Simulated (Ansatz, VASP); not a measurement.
**Ge: VASP beside Ansatz**

```xyz
2
Lattice="0.0000 2.8390 2.7893 2.8390 0.0000 2.7893 2.8390 2.8390 0.0000" Properties=species:S:1:pos:R:3 pbc="T T T"
Ge    0.0000    0.0000    0.0000
Ge    1.4195    1.4195    1.3947
```

Change from the starting cell: strained cell.

Alike in both runs: functional LDA; k mesh 12 × 12 × 12; occupations gaussian, width 0.1 eV; no spin polarisation.

Ansatz relaxed the structure, and its values are those at the end. VASP's run is a single point on that final structure, the one shown.

|  | VASP | Ansatz |
| --- | --- | --- |
| version | VASP 6.6.1 | Ansatz 0.2.0 |
| potentials or method | VASP PAW LDA potentials, release 64 (Ge_d), cutoff 520 eV | scalar-relativistic, plane waves, PAW |
| valence electrons in the cell | 28 | 28 |

```csv
,VASP,Ansatz,Ansatz less VASP
gap on the k mesh at the Fermi level (eV),0.13,0.11,-0.021
least direct gap on the mesh (eV),0.13,0.13,0.000
pressure (GPa),-0.7,-0.8,-0.18
```

LDA's correlation is that of Perdew and Zunger in VASP and of Perdew and Wang (1992) in Ansatz. Ansatz's warnings: stress scf threshold loose.
